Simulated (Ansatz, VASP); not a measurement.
## NbSb3 in VASP and in Ansatz

```
Nb Sb
1.0
     4.58298    0.00000    0.00000
     0.00000    4.58298    0.00000
     0.00000    0.00000    4.58298
Nb Sb
1 3
Cartesian
  0.0000 0.0000 0.0000
  0.0000 2.2915 2.2915
  2.2915 0.0000 2.2915
  2.2915 2.2915 0.0000
```

Alike in both runs: functional PBE; k mesh 10 × 10 × 10; occupations gaussian, width 0.1 eV; no spin polarisation.

Ansatz relaxed the structure, and its values are those at the end. VASP's run is a single point on that final structure, the one shown.

|  | VASP | Ansatz |
| --- | --- | --- |
| version | VASP 6.6.1 | Ansatz 0.2.0 |
| potentials or method | VASP PAW PBE potentials, release 64 (Nb_sv, Sb), cutoff 520 eV | scalar-relativistic, plane waves, PAW |
| valence electrons in the cell | 28 | 58 |

```csv
,VASP,Ansatz,Ansatz less VASP
gap on the k mesh at the Fermi level (eV),none,none,-
pressure (GPa),-0.1,0.0,+0.09
```

A gap of «none» marks a metal or a gap that the smearing closes. VASP's potentials hold 28 valence electrons a cell and Ansatz's 58, so a difference there can come from the potentials and not from the codes.

Spin-orbit coupling is off throughout.
